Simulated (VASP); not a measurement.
Crystal: BN.

```
B N
1.0
     0.00000    1.77071    1.77071
     1.77071    0.00000    1.77071
     1.77071    1.77071    0.00000
B N
1 1
Direct
  0.00000 0.00000 0.00000
  0.25000 0.25000 0.25000
```

This cell differs from its parent crystal: strain -1.9%.

Base run:

- Program: VASP 6.6.1
- Functional: r2SCAN
- Potentials or basis: VASP PAW PBE potentials, release 64 (B, N)
- Cutoff: 520 eV
- k mesh: 12 × 12 × 12
- Occupations: gaussian, width 0.01 eV
- Spin: no spin polarisation

Its results: band gap on the k mesh 5.05 eV, indirect (least direct gap 9.83 eV); pressure 26.3 GPa.

The run is repeated on the same cell with these changes: functional from r2SCAN to PBE; occupations from gaussian, width 0.01 eV to fermi-dirac, width 0.02 eV. What comes out?

Band gap on the k mesh 4.52 eV, indirect (least direct gap 9.11 eV); pressure 29.9 GPa.

Caveats: the PAW data sets were made with another functional, which shifts forces and pressure a little (some runs).

A k mesh can miss the band edges.
